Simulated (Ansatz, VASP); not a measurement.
## One calculation of HfH5, two programs

```
CELL_PARAMETERS angstrom
8.12020 0.00000 0.00000
-4.06010 7.03230 0.00000
0.00000 0.00000 3.35987
ATOMIC_POSITIONS crystal
Hf 0.00000 0.00000 0.00000
H 0.66667 0.33333 0.61172
H 0.66667 0.33333 0.38828
H 0.86906 0.13094 0.00000
H 0.86906 0.73812 0.00000
H 0.26188 0.13094 0.00000
```

Alike in both runs: functional PBE; k mesh 6 × 6 × 12; occupations gaussian, width 0.1 eV; no spin polarisation.

Ansatz relaxed the structure, and its values are those at the end. VASP's run is a single point on that final structure, the one shown.

```csv
,VASP,Ansatz
version,VASP 6.6.1,Ansatz 0.2.0
potentials or method,"VASP PAW PBE potentials, release 64 (Hf_pv, H), cutoff 520 eV","scalar-relativistic, plane waves, PAW"
valence electrons in the cell,15,31
```

```csv
,VASP,Ansatz,Ansatz less VASP
gap on the k mesh at the Fermi level (eV),none,none,-
pressure (GPa),-0.1,0.0,+0.08
rms of the force components (eV/Å),0.009,0.002,-0.0065
```

A gap of «none» marks a metal or a gap that the smearing closes. VASP's potentials hold 15 valence electrons a cell and Ansatz's 31, so a difference there can come from the potentials and not from the codes. Ansatz's warnings: xc potential rough in thin density.

Spin-orbit coupling is off throughout.
